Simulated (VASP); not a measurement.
**Se: single point with PBE**

Crystal: Se.

```
Se
1.0
     4.06987    0.00000    0.00000
    -2.03493    3.52461    0.00000
     0.00000    0.00000    4.77923
Se
3
Direct
  0.25275 0.00000 0.33333
  0.00000 0.25275 0.66667
  0.74725 0.74725 0.00000
```

This cell differs from its parent crystal: strain -5.2%.

```
Program                : VASP 6.6.1
Task                   : single point
Functional             : PBE
Potentials or basis    : VASP PAW PBE potentials, release 64 (Se)
Cutoff                 : 520 eV
k mesh                 : 12 × 12 × 6
Occupations            : fermi-dirac, width 0.02 eV
Spin                   : no spin polarisation
Dipole correction      : no
Further INCAR settings : ALGO = Normal; EDIFF = 1e-06; NBANDS = 16
```

```
Pressure               : 8.6 GPa
Largest force          : 0.396 eV/Å
Band gap on the k mesh : 0.33 eV (least direct gap 1.16 eV)
```

Forces in eV/Å, atoms in the order of the input:
```
Se   0.396  0.000  0.000
Se  -0.198  0.343  0.000
Se  -0.198 -0.343  0.000
```

Stress tensor (GPa, compression positive):
```
 6.99  0.00  0.00
 0.00  6.99  0.00
 0.00  0.00 11.88
```

Levels at points of the mesh, in eV from the valence-band top:
| k point | band 6 | band 7 | band 8 | band 9 | band 10 | band 11 | band 12 | band 13 |
| --- | --- | --- | --- | --- | --- | --- | --- | --- |
| (0.00, 0.00, 0.00) | -3.99 | -2.57 | -2.57 | -1.09 | 1.45 | 1.45 | 1.50 | 6.12 |
| (0.50, 0.00, 0.00) | -4.55 | -3.91 | -1.81 | -1.29 | 1.33 | 1.43 | 3.92 | 4.41 |
| (0.00, 0.00, 0.50) | -3.86 | -2.02 | -2.02 | -1.71 | 0.33 | 0.33 | 0.67 | 5.62 |
| (0.50, 0.00, 0.50) | -4.89 | -3.06 | -2.36 | 0.00 | 1.68 | 2.66 | 2.75 | 5.98 |

It took 43 s on 1 thread of AMD EPYC 9R45 96-Core Processor (Zen 5), with other jobs on the host, peak memory 0.2 GiB.

Caveat: the cell differs from its parent crystal (strain -5.2%); the cell stands under pressure. A k mesh can miss the band edges.
